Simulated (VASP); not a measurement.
# AlN in VASP: single point with PBE

Aim: the single point of AlN with PBE.

Program: VASP 6.6.1. These are calculated values, not measurements. Logs are shortened: lines on timing, memory, paths and dates and some standing lists are left out, and cuts for length are marked.

## Step 1: The cell of the first run

The typed cell holds 8 atoms: a = 3.130 Å, b = 3.130 Å, c = 10.036 Å, α = 90.00°, β = 90.01°, γ = 120.00°.

## Step 2: Single point, PBE

File INCAR:

```
SYSTEM = AlN
  PREC = Accurate
  ENCUT = 520
  EDIFF = 1E-7
  ISMEAR = 0
  SIGMA = 0.05
  LREAL = .False.
  LASPH = .True.
  NELM = 100
  ALGO = Normal
  ISIF = 2
  LWAVE = .False.
  LCHARG = .True.
  GGA = PE
  LELF = .True.
  LVHAR = .True.
  NBANDS = 26
```

File KPOINTS:

```
Automatic mesh
0
Gamma
  12 12 2
  0 0 0
```

File POSCAR:

```
AlN
1.0
    3.1299931685     -0.0000827236     -0.0001944070
   -1.5650681085      2.7110132493      0.0000249856
   -0.0006198087     -0.0002653639     10.0364138061
Al N
4 4
Direct
    0.3333422327      0.6666736161      0.0008683152
    0.3333485727      0.6666803815      0.5008672272
    0.6666748369      0.3333341508      0.2508702072
    0.6666734647      0.3333345782      0.7508693072
    0.3333557859      0.6666988680      0.1916315914
    0.3333478494      0.6666912621      0.6916299403
    0.6666299340      0.3332933807      0.4416317613
    0.6666273236      0.3332937625      0.9416316504
```

Potentials or basis: VASP PAW PBE potentials, release 64 (Al, N).

On the command line:

```
> cat potpaw_PBE.64/Al/POTCAR potpaw_PBE.64/N/POTCAR > POTCAR
> mpirun -np 1 vasp_std > vasp.out
```

OUTCAR:

```text
SYSTEM = AlN
   PREC = Accurate
   ENCUT = 520
   EDIFF = 1E-7
   ISMEAR = 0
   LREAL = .False.
   LASPH = .True.
   NELM = 100
   ISIF = 2
   GGA = PE

 ion  position               nearest neighbor table
   1  0.333  0.667  0.001-   8 1.90   8 1.90   8 1.90   5 1.91   4 3.09   3 3.09   3 3.09   4 3.09
                             4 3.09   3 3.09
   2  0.333  0.667  0.501-   7 1.90   7 1.90   7 1.90   6 1.91   3 3.09   4 3.09   4 3.09   3 3.09
                             3 3.09   4 3.09
   3  0.667  0.333  0.251-   5 1.90   5 1.90   5 1.90   7 1.91   2 3.09   1 3.09   1 3.09   2 3.09
                             2 3.09   1 3.09
   4  0.667  0.333  0.751-   6 1.90   6 1.90   6 1.90   8 1.91   1 3.09   2 3.09   2 3.09   1 3.09
                             1 3.09   2 3.09
   5  0.333  0.667  0.192-   3 1.90   3 1.90   3 1.90   1 1.91
   6  0.333  0.667  0.692-   4 1.90   4 1.90   4 1.90   2 1.91
   7  0.667  0.333  0.442-   2 1.90   2 1.90   2 1.90   3 1.91
   8  0.667  0.333  0.942-   1 1.90   1 1.90   1 1.90   4 1.91

  LATTYP: Found a base centered monoclinic cell.
 ALAT       =    20.7927508199
 B/A-ratio  =     0.1505496039
 C/A-ratio  =     0.4826881212
 COS(beta)  =    -0.9654111317

  Lattice vectors:

 A1 = (   3.1306129772,   0.0001826403, -10.0366082131)
 A2 = (   1.5655448687,   2.7111958896, -10.0365832275)
 A3 = (  -0.0006198087,  -0.0002653639,  10.0364138061)

Analysis of symmetry for initial positions (statically):
=====================================================================
 Subroutine PRICEL returns:
 Original cell was already a primitive cell.

 Routine SETGRP: Setting up the symmetry group for a
 base centered monoclinic supercell.

 Subroutine GETGRP returns: Found  1 space group operations
 (whereof  1 operations were pure point group operations)
 out of a pool of  4 trial point group operations.

The static configuration has the point symmetry C_1 .

Analysis of symmetry for dynamics (positions and initial velocities):
=====================================================================
 Subroutine PRICEL returns:
 Original cell was already a primitive cell.

 Routine SETGRP: Setting up the symmetry group for a
 base centered monoclinic supercell.

 Subroutine GETGRP returns: Found  1 space group operations
 (whereof  1 operations were pure point group operations)
 out of a pool of  4 trial point group operations.

The dynamic configuration has the point symmetry C_1 .

 Subroutine INISYM returns: Found  1 space group operations
[... 109 lines left out ...]
   EDIFF  = 0.1E-06   stopping-criterion for ELM
   LREAL  =      F    real-space projection
   EDIFFG = 0.1E-05   stopping-criterion for IOM
   NSW    =      0    number of steps for IOM
   IBRION =     -1    ionic relax: 0-MD 1-quasi-New 2-CG
   NFREE  =      0    steps in history (QN), initial steepest desc. (CG)
   ISIF   =      2    stress and relaxation
   ISYM   =      2    0-nonsym 1-usesym 2-fastsym
   POTIM  = 0.5000    time-step for ionic-motion
   TEBEG  =    0.0;   TEEND  =   0.0 temperature during run
   PSTRESS=    0.0 pullay stress
   NELECT =      32.0000    total number of electrons
   NUPDOWN=      -1.0000    fix difference up-down
   EMIN   =  10.00;   EMAX   =-10.00  energy-range for DOS
   EFERMI =   0.00;   METHOD = LEGACY
   ISMEAR =     0;   SIGMA  =   0.05  broadening in eV -4-tet -1-fermi 0-gaus
   EFERMI_NEDOS =   21; number of points for ismear=-14 and -15
   IALGO  =     38    algorithm
   IMIX   =      4    mixing-type and parameters
     AMIX     =   0.40;   BMIX     =  1.00
     AMIX_MAG =   1.60;   BMIX_MAG =  1.00
  volume/ion in A,a.u.               =      10.65        71.84
  Fermi-wavevector in a.u.,A,eV,Ry     =   1.181343  2.232414 18.987885  1.395570
  Thomas-Fermi vector in A             =   2.317618
   LORBIT       =      0    0 simple, 1 ext, 2 COOP (PROOUT), +10 PAW based schemes
   GGA     = PE    functional components
   LHFCALC =     F    Hartree Fock is set to
   AEXX    =    0.0000 exact exchange contribution
   IVDW    =     0    specifies the selected vdW correction
   LEPSILON=     F    determine dielectric tensor
   LRPA    =     F    only Hartree local field effects (RPA)
 non-spin polarized calculation
 Gauss-broadening in eV      SIGMA  =   0.05
  energy-cutoff  :      520.00
  volume of cell :       85.16
 maximum number of plane-waves:      2310
   NGX = 11   NGY = 11   NGZ = 37

 number of electron      31.9999997 magnetization

 Free energy of the ion-electron system (eV)
  ---------------------------------------------------
  ext. energy  EPLUGINS =         0.00000000
  ---------------------------------------------------
  free energy    TOTEN  =       -59.56105291 eV

  energy without entropy =      -59.56105291  energy(sigma->0) =      -59.56105291

 E-fermi :   6.1903     XC(G=0): -10.8269

 val. band max:        5.9639315630   @ k =   0.0000   0.0000   0.0000
 cond. band min:      10.0072314734   @ k =   0.0000   0.0000   0.0000
 fundamental gap:      4.0432999104
 Fermi energy:         6.1902730153

 k-point     1 :       0.0000    0.0000    0.0000
  band No.  band energies     occupation
      1      -9.1032      2.00000
      2      -8.2387      2.00000
      3      -8.2386      2.00000
      4      -7.0206      2.00000
      5       0.0586      2.00000
      6       2.6641      2.00000
[... 685 lines left out ...]
     25      16.5515      0.00000
     26      16.9500      0.00000

 [... further k-points ...]
[... 5 lines left out ...]
  --------------------------------------------------------------------------------------
  -------------------------------------------------------------------------------------
  Total       -0.1428377     -0.1561111     -0.1251178      0.0034253      0.0029189      0.0073644
  in kB       -2.6872403     -2.9369552     -2.3538706      0.0644408      0.0549140      0.1385483
  external PRESSURE =      -2.6593553 kB  Pullay stress =       0.0000000 kB

 VOLUME and BASIS-vectors are now :
 -----------------------------------------------------------------------------
  energy-cutoff  :      520.00
  volume of cell :       85.16
      direct lattice vectors                 reciprocal lattice vectors
     3.129993168 -0.000082724 -0.000194407     0.319494391  0.184444131  0.000024607
    -1.565068108  2.711013249  0.000024986     0.000009750  0.368871402  0.000009754
    -0.000619809 -0.000265364 10.036413806     0.000006189  0.000002654  0.099637184

 POSITION                                       TOTAL-FORCE (eV/Angst)
 -----------------------------------------------------------------------------------
     -0.00003      1.80733      0.00867         0.000038     -0.000307      0.000629
     -0.00033      1.80722      5.02686        -0.000007     -0.000622      0.000738
      1.56484      0.90355      2.51772        -0.000001      0.000240      0.000099
      1.56453      0.90342      7.53591        -0.000101     -0.000037      0.000107
     -0.00015      1.80735      1.92325        -0.000086     -0.000434     -0.000369
     -0.00047      1.80720      6.94144         0.000057     -0.000087     -0.000177
      1.56465      0.90339      4.43228         0.000047      0.000746     -0.000541
      1.56433      0.90326      9.45048         0.000054      0.000501     -0.000486
 -----------------------------------------------------------------------------------
    total drift:                                0.000001     -0.000001      0.001369

  FREE ENERGIE OF THE ION-ELECTRON SYSTEM (eV)
  ---------------------------------------------------
  free  energy   TOTEN  =       -59.5610529068 eV

  energy  without entropy=      -59.5610529068  energy(sigma->0) =      -59.56105291
```

It took 2.6 min on 1 thread of AMD EPYC 9R45 (Zen 5), shared host; peak memory 0.33 GiB.

What came out:

```yaml
Free_energy: -59.5611 eV
Pressure: -0.3 GPa
Band_gap_on_the_k_mesh: 4.04 eV
```
